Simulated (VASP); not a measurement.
# ZnGeP2 (I-42d) in VASP: single point with PBE

Aim: the single point of ZnGeP2 with PBE.

All numbers are computed with VASP 6.6.1; they aren't measurements. Logs are shortened: lines on timing, memory, paths and dates and some standing lists are left out, and cuts for length are marked.

### 1 The cell of the first run

It takes space group I-42d (No. 122, tetragonal). The conventional cell has a = 5.528 Å, b = 5.528 Å, c = 10.893 Å, α = 90.00°, β = 90.00°, γ = 90.00°. Within 3.1 Å of Ge (site symmetry -4) lie 4 P at 2.34 Å. Within 3.2 Å of Zn (site symmetry -4) lie 4 P at 2.43 Å. P (site symmetry 2) has 2 Ge at 2.34 Å and 2 Zn at 2.43 Å within 3.1 Å.

### 2 Single point, PBE

Contents of POSCAR:

```
ZnGeP2
1.0
    0.0000000000      5.5275600000      0.0000000000
    5.5275600000      0.0000000000      0.0000000000
    2.7637800000      2.7637800000     -5.4465700000
Ge Zn P
2 2 4
Direct
    0.5000000000      0.5000000000      0.0000000000
    0.2500000000      0.7500000000      0.5000000000
    0.0000000000      0.0000000000      0.0000000000
    0.7500000000      0.2500000000      0.5000000000
    0.3750000000      0.3890000000      0.7500000000
    0.6110000000      0.1250000000      0.2500000000
    0.8750000000      0.8610000000      0.7500000000
    0.1390000000      0.6250000000      0.2500000000
```

Contents of INCAR.step1:

```
SYSTEM = ZnGeP2
  PREC = Accurate
  ENCUT = 410
  EDIFF = 1E-6
  ISMEAR = -1
  SIGMA = 0.1
  LREAL = .FALSE.
  LASPH = .TRUE.
  NELM = 120
  ALGO = Normal
  ISIF = 2
  LWAVE = .FALSE.
  LCHARG = .TRUE.
  GGA = PE
  NELECT = 70.0
  NBANDS = 46
  GGA_COMPAT = .FALSE.
  NEDOS = 2001
  LORBIT = 11
```

Contents of KPOINTS.step1:

```
regular mesh
0
G
  7 7 7
  0 0 0
```

Contents of INCAR.step2:

```
SYSTEM = ZnGeP2
  PREC = Accurate
  ENCUT = 410
  EDIFF = 1E-6
  ISMEAR = -5
  SIGMA = 0.1
  LREAL = .FALSE.
  LASPH = .TRUE.
  NELM = 120
  ALGO = Normal
  ISIF = 2
  LWAVE = .FALSE.
  LCHARG = .FALSE.
  GGA = PE
  LORBIT = 11
  NEDOS = 1001
  ICHARG = 11
  NELECT = 70.0
  GGA_COMPAT = .FALSE.
```

Contents of KPOINTS.step2:

```
regular mesh
0
G
  11 11 11
  0 0 0
```

Potentials or basis: VASP PAW PBE potentials, release 64 (Ge_d, Zn, P).

Run with:

```bash
$ cat potpaw_PBE.64/Ge_d/POTCAR potpaw_PBE.64/Zn/POTCAR potpaw_PBE.64/P/POTCAR > POTCAR
$ cp INCAR.step1 INCAR
$ cp KPOINTS.step1 KPOINTS
$ mpirun -np 1 vasp_std > vasp.out
$ cp INCAR.step2 INCAR
$ cp KPOINTS.step2 KPOINTS
$ mpirun -np 1 vasp_std > vasp.out
```

OUTCAR:

```text
SYSTEM = ZnGeP2
   PREC = Accurate
   ENCUT = 410
   EDIFF = 1E-6
   ISMEAR = -5
   LREAL = .FALSE.
   LASPH = .TRUE.
   NELM = 120
   ISIF = 2
   GGA = PE
   LORBIT = 11
   ICHARG = 11
   NELECT = 70.0

 ion  position               nearest neighbor table
   1  0.500  0.500  0.000-   6 2.34   7 2.34   5 2.34   8 2.34
   2  0.250  0.750  0.500-   6 2.34   7 2.34   5 2.34   8 2.34
   3  0.000  0.000  0.000-   5 2.43   6 2.43   7 2.43   8 2.43
   4  0.750  0.250  0.500-   5 2.43   6 2.43   7 2.43   8 2.43
   5  0.375  0.389  0.750-   1 2.34   2 2.34   3 2.43   4 2.43
   6  0.611  0.125  0.250-   1 2.34   2 2.34   3 2.43   4 2.43
   7  0.875  0.861  0.750-   1 2.34   2 2.34   3 2.43   4 2.43
   8  0.139  0.625  0.250-   1 2.34   2 2.34   3 2.43   4 2.43

  LATTYP: Found a body centered tetragonal cell.
 ALAT       =     5.5275600000
 C/A-ratio  =     1.9706959309

  Lattice vectors:

 A1 = (  -2.7637800000,   2.7637800000,   5.4465700000)
 A2 = (   2.7637800000,  -2.7637800000,   5.4465700000)
 A3 = (   2.7637800000,   2.7637800000,  -5.4465700000)

Analysis of symmetry for initial positions (statically):
=====================================================================
 Subroutine PRICEL returns:
 Original cell was already a primitive cell.

 Routine SETGRP: Setting up the symmetry group for a
 body centered tetragonal supercell.

 Subroutine GETGRP returns: Found  8 space group operations
 (whereof  4 operations were pure point group operations)
 out of a pool of 16 trial point group operations.

The static configuration has the point symmetry S_4 .
 The point group associated with its full space group is D_2d.

Analysis of symmetry for dynamics (positions and initial velocities):
=====================================================================
 Subroutine PRICEL returns:
 Original cell was already a primitive cell.

 Routine SETGRP: Setting up the symmetry group for a
 body centered tetragonal supercell.

 Subroutine GETGRP returns: Found  8 space group operations
 (whereof  4 operations were pure point group operations)
 out of a pool of 16 trial point group operations.

The dynamic configuration has the point symmetry S_4 .
 The point group associated with its full space group is D_2d.

 Subroutine INISYM returns: Found  8 space group operations
 (whereof  4 operations are pure point group operations),
 and found     1 'primitive' translations

----------------------------------------------------------------------------------------

                                     Primitive cell

  volume of cell :     166.4141

  direct lattice vectors                    reciprocal lattice vectors
     0.000000000  5.527560000  0.000000000     0.000000000  0.180911650  0.091800895
     5.527560000  0.000000000  0.000000000     0.180911650  0.000000000  0.091800895
     2.763780000  2.763780000 -5.446570000     0.000000000  0.000000000 -0.183601790

  length of vectors
     5.527560000  5.527560000  6.703885779     0.202870474  0.202870474  0.183601790

  position of ions in fractional coordinates (direct lattice)
     0.500000000  0.500000000  0.000000000
     0.250000000  0.750000000  0.500000000
     0.000000000  0.000000000  0.000000000
     0.750000000  0.250000000  0.500000000
     0.375000000  0.389000000  0.750000000
     0.611000000  0.125000000  0.250000000
     0.875000000  0.861000000  0.750000000
     0.139000000  0.625000000  0.250000000

  ion indices of the primitive-cell ions
   primitive index   ion index
                 1           1
                 2           2
                 3           3
                 4           4
                 5           5
                 6           6
                 7           7
                 8           8

----------------------------------------------------------------------------------------

 KPOINTS: regular mesh

Automatic generation of k-mesh.
 Grid dimensions read from file:
 generate k-points for:   11   11   11

 Generating k-lattice:

  Cartesian coordinates                     Fractional coordinates (reciprocal lattice)
     0.000000000  0.016446514  0.008345536     0.090909091  0.000000000  0.000000000
     0.016446514  0.000000000  0.008345536     0.000000000  0.090909091  0.000000000
     0.000000000  0.000000000 -0.016691072     0.000000000  0.000000000  0.090909091

  Length of vectors
     0.018442770  0.018442770  0.016691072

  Shift w.r.t. Gamma in fractional coordinates (k-lattice)
     0.000000000  0.000000000  0.000000000

 TETIRR: Found   1709 inequivalent tetrahedra from     7986

 Subroutine IBZKPT returns following result:
 ===========================================

 Found    126 irreducible k-points:

 Following reciprocal coordinates:
            Coordinates               Weight
  0.000000  0.000000  0.000000      1.000000
  0.090909  0.000000  0.000000      8.000000
  0.181818  0.000000  0.000000      8.000000
  0.272727  0.000000  0.000000      8.000000
  0.363636  0.000000  0.000000      8.000000
  0.454545  0.000000  0.000000      8.000000
[... 16 lines left out ...]
 -0.272727  0.181818 -0.000000     16.000000
 -0.181818  0.181818  0.000000      4.000000
 [... further k-points ...]
   k-points           NKPTS =    126   k-points in BZ     NKDIM =    126   number of bands    NBANDS=     42
   number of dos      NEDOS =   1001   number of ions     NIONS =      8
   total plane-waves  NPLWV =  76800
   dimension x,y,z NGX =    40 NGY =   40 NGZ =   48
   dimension x,y,z NGXF=    80 NGYF=   80 NGZF=   96
   ions per type =               2   2   4
   NGX,Y,Z   is equivalent  to a cutoff of  12.03, 12.03, 11.90 a.u.
   NGXF,Y,Z  is equivalent  to a cutoff of  24.06, 24.06, 23.81 a.u.
 SYSTEM =  ZnGeP2
   PREC   = accura    normal or accurate (medium, high low for compatibility)
   ISTART =      0    job   : 0-new  1-cont  2-samecut
   ICHARG =     11    charge: 1-file 2-atom 10-const
   ISPIN  =      1    spin polarized calculation?
   LNONCOLLINEAR =      F non collinear calculations
   LSORBIT =      F    spin-orbit coupling
   LASPH  =      T    aspherical Exc in radial PAW
   ENCUT  =  410.0 eV  30.13 Ry    5.49 a.u.   9.13  9.13 11.07*2*pi/ulx,y,z
   NELM   =    120;   NELMIN=  2; NELMDL=  0     # of ELM steps
   EDIFF  = 0.1E-05   stopping-criterion for ELM
   LREAL  =      F    real-space projection
[... 7 lines left out ...]
   TEBEG  =    0.0;   TEEND  =   0.0 temperature during run
   PSTRESS=    0.0 pullay stress
   NELECT =      70.0000    total number of electrons
   NUPDOWN=      -1.0000    fix difference up-down
   EMIN   =  10.00;   EMAX   =-10.00  energy-range for DOS
   EFERMI =   0.00;   METHOD = LEGACY
   ISMEAR =    -5;   SIGMA  =   0.10  broadening in eV -4-tet -1-fermi 0-gaus
   EFERMI_NEDOS =   21; number of points for ismear=-14 and -15
   IALGO  =     38    algorithm
   IMIX   =      4    mixing-type and parameters
     AMIX     =   0.40;   BMIX     =  1.00
     AMIX_MAG =   1.60;   BMIX_MAG =  1.00
  volume/ion in A,a.u.               =      20.80       140.38
  Fermi-wavevector in a.u.,A,eV,Ry     =   1.226622  2.317980 20.471355  1.504602
  Thomas-Fermi vector in A             =   2.361616
   LORBIT       =     11    0 simple, 1 ext, 2 COOP (PROOUT), +10 PAW based schemes
   GGA     = PE    functional components
   LHFCALC =     F    Hartree Fock is set to
   AEXX    =    0.0000 exact exchange contribution
   IVDW    =     0    specifies the selected vdW correction
   LEPSILON=     F    determine dielectric tensor
   LRPA    =     F    only Hartree local field effects (RPA)
 non-spin polarized calculation
 Fermi weights with tetrahedron method with Bloechl corrections
  energy-cutoff  :      410.00
  volume of cell :      166.41
 maximum number of plane-waves:      3158
 NGX is ok and might be reduce to    40

 number of electron      69.9999989 magnetization

 Free energy of the ion-electron system (eV)
  ---------------------------------------------------
  ext. energy  EPLUGINS =         0.00000000
  ---------------------------------------------------
  free energy    TOTEN  =       -41.01971421 eV

  energy without entropy =      -41.01971421  energy(sigma->0) =      -41.01971421

 E-fermi :   2.9846     XC(G=0):  -9.4349

 val. band max:        3.0226832271   @ k =  -0.0909   0.0909   0.0000
 cond. band min:       2.9637496560   @ k =  -0.4545   0.0909  -0.0000
 fundamental gap:     -0.0589335712
 Fermi energy:         2.9845592545

 k-point     1 :       0.0000    0.0000    0.0000
  band No.  band energies     occupation
      1     -20.8561      2.00000
      2     -20.8532      2.00000
      3     -20.8532      2.00000
      4     -20.8504      2.00000
      5     -20.8434      2.00000
      6     -20.8434      2.00000
[... 34 lines left out ...]
     41       7.1915      0.00000
     42       7.4555      0.00000

 k-point     2 :       0.0909    0.0000    0.0000
  band No.  band energies     occupation
      1     -20.8561      2.00000
      2     -20.8533      2.00000
      3     -20.8532      2.00000
      4     -20.8503      2.00000
      5     -20.8436      2.00000
      6     -20.8433      2.00000
[... 34 lines left out ...]
     41       7.2508      0.00000
     42       7.5425      0.00000

 k-point     3 :       0.1818    0.0000    0.0000
  band No.  band energies     occupation
      1     -20.8560      2.00000
      2     -20.8535      2.00000
      3     -20.8531      2.00000
      4     -20.8503      2.00000
      5     -20.8442      2.00000
      6     -20.8431      2.00000
[... 897 lines left out ...]
      4     -20.8497      2.00000
      5     -20.8451      2.00000
      6     -20.8439      2.00000
[... 34 lines left out ...]
     41       7.7739      0.00000
     42       7.9782      0.00000

 k-point    24 :      -0.1818    0.1818    0.0000
  band No.  band energies     occupation
      1     -20.8561      2.00000
      2     -20.8536      2.00000
      3     -20.8524      2.00000
      4     -20.8500      2.00000
      5     -20.8442      2.00000
      6     -20.8441      2.00000
[... 34 lines left out ...]
     41       7.5061      0.00000
     42       7.8884      0.00000

 [... further k-points ...]
[... 5 lines left out ...]
  --------------------------------------------------------------------------------------
  -------------------------------------------------------------------------------------
  Total      -17.6701709    -17.6701709    -19.0225147      0.0000000      0.0000000      0.0000000
  in kB     -170.1223258   -170.1223258   -183.1422268      0.0000000      0.0000000      0.0000000
  external PRESSURE =    -174.4622928 kB  Pullay stress =       0.0000000 kB

 VOLUME and BASIS-vectors are now :
 -----------------------------------------------------------------------------
  energy-cutoff  :      410.00
  volume of cell :      166.41
      direct lattice vectors                 reciprocal lattice vectors
     0.000000000  5.527560000  0.000000000     0.000000000  0.180911650  0.091800895
     5.527560000  0.000000000  0.000000000     0.180911650  0.000000000  0.091800895
     2.763780000  2.763780000 -5.446570000     0.000000000  0.000000000 -0.183601790

 POSITION                                       TOTAL-FORCE (eV/Angst)
 -----------------------------------------------------------------------------------
      2.76378      2.76378      0.00000         0.000000     -0.000000      0.000000
      5.52756      2.76378     -2.72329         0.000000     -0.000000      0.000000
      0.00000      0.00000      0.00000         0.000000     -0.000000      0.000000
      2.76378      5.52756     -2.72329         0.000000     -0.000000      0.000000
      4.22306      4.14567     -4.08493        -0.616543     -0.000000      0.000000
      1.38189      4.06828     -1.36164         0.000000      0.616543      0.000000
      6.83206      6.90945     -4.08493         0.616543     -0.000000      0.000000
      4.14567      1.45928     -1.36164         0.000000     -0.616543     -0.000000
 -----------------------------------------------------------------------------------
    total drift:                               -0.000025     -0.000025      0.000006

  FREE ENERGIE OF THE ION-ELECTRON SYSTEM (eV)
  ---------------------------------------------------
  free  energy   TOTEN  =       -41.0197142087 eV

  energy  without entropy=      -41.0197142087  energy(sigma->0) =      -41.01971421

 total charge

# of ion       s       p       d       tot
------------------------------------------
    1        1.091   1.154  10.064  12.309
    2        1.091   1.154  10.064  12.309
    3        0.552   0.415   9.717  10.684
    4        0.552   0.415   9.717  10.684
    5        1.048   1.356   0.000   2.404
    6        1.048   1.356   0.000   2.404
    7        1.048   1.356   0.000   2.404
    8        1.048   1.356   0.000   2.404
--------------------------------------------------
tot          7.480   8.563  39.562  55.605
```

It took 21 min on 1 thread of Intel Xeon 8259CL, shared host; peak memory 0.63 GiB.

What came out:

* Valence electrons inside the program's atomic spheres: Ge 12.31; Zn 10.68; P 2.40

Levels at points of the mesh, in eV from the Fermi level:
```csv
k point,band 31,band 32,band 33,band 34,band 35,band 36,band 37,band 38,band 39,band 40
"(0.00, 0.00, 0.00)",-2.45,-1.41,-1.41,0.69,0.69,0.76,2.07,2.73,2.87,4.21
```

Caveat: the cell carries a net charge on a neutralising background, which shifts energy and pressure; the cell is charged against a uniform background, so pressure and absolute levels hang on convention.
